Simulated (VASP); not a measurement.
A run of VASP 6.6.1 is set up as follows.

File INCAR:

```
SYSTEM = MoS2
ALGO = Normal ; EDIFF = 1E-7
ENCUT = 520 ; GGA = PS
ISIF = 2 ; ISMEAR = 0
LASPH = .TRUE. ; LCHARG = .FALSE.
LREAL = .FALSE. ; LWAVE = .FALSE.
NBANDS = 35 ; NELM = 100
PREC = Accurate ; SIGMA = 0.05
```

KPOINTS

```
k-points
0
G
  10 10 2
  0 0 0
```

The input POSCAR:

```
MoS2
1.0
   -3.1414322132      0.0000000000      0.0000000000
   -1.5707161066     -2.7205601009      0.0000000000
    0.0000000000      0.0000000000     13.0788195080
Mo S
2 4
Direct
    0.3333333333      0.3333333333      0.2404425625
    0.6666666667      0.6666666667      0.7213276875
    0.3333333333      0.3333333333      0.6021199601
    0.6666666667      0.6666666667      0.1212348351
    0.3333333333      0.3333333333      0.8405354149
    0.6666666667      0.6666666667      0.3596502899
```

Potentials or basis: VASP PAW PBE potentials, release 64 (Mo_sv, S).

Launch:

```console
$ cat potpaw_PBE.64/Mo_sv/POTCAR potpaw_PBE.64/S/POTCAR > POTCAR
$ mpirun -np 1 vasp_std > vasp.out
```

Problem. Estimate the band gap on the k mesh.

Solution. 1.21 eV, indirect (least direct gap 1.99 eV).

Problem. What does it give for the largest force?

Solution. 0.019 eV/Å.

Forces on the atoms (eV/Å):
```
Mo   0.000  0.000 -0.019
Mo   0.000  0.000  0.019
S    0.000  0.000 -0.001
S    0.000  0.000 -0.008
S    0.000  0.000  0.008
S    0.000  0.000  0.001
```

Caveat: the PAW data sets were made with another functional, which shifts forces and pressure a little. A k mesh can miss the band edges.
